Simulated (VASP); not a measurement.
Crystal: CuAu.

```
Au Cu
1.0
     1.46205    0.84411    4.31218
    -1.46205    0.84411    4.31218
     0.00000   -1.68823    4.31218
Au Cu
1 1
Direct
  0.00000 0.00000 0.00000
  0.50000 0.50000 0.50000
```

Program: VASP 6.6.1. Alike in all runs: task single point; no spin polarisation; cell as given; k mesh 11 × 11 × 11; cutoff (eV) 520; smearing fermi-dirac 0.05 eV.

**Question.** Order these runs on this cell by their pressure, lowest first.
A. level LDA; potentials or basis VASP PAW LDA potentials, release 64 (Au, Cu)
B. level PBE; potentials or basis VASP PAW PBE potentials, release 64 (Au, Cu)
C. level PBEsol; potentials or basis VASP PAW PBE potentials, release 64 (Au, Cu)
D. level r2SCAN; potentials or basis VASP PAW PBE potentials, release 64 (Au, Cu)

**Answer.** A (-16.1 GPa), C (-12.5 GPa), D (-9.0 GPa), B (-5.0 GPa).

Caveats: the PAW data sets were made with another functional, which shifts forces and pressure a little (some runs).
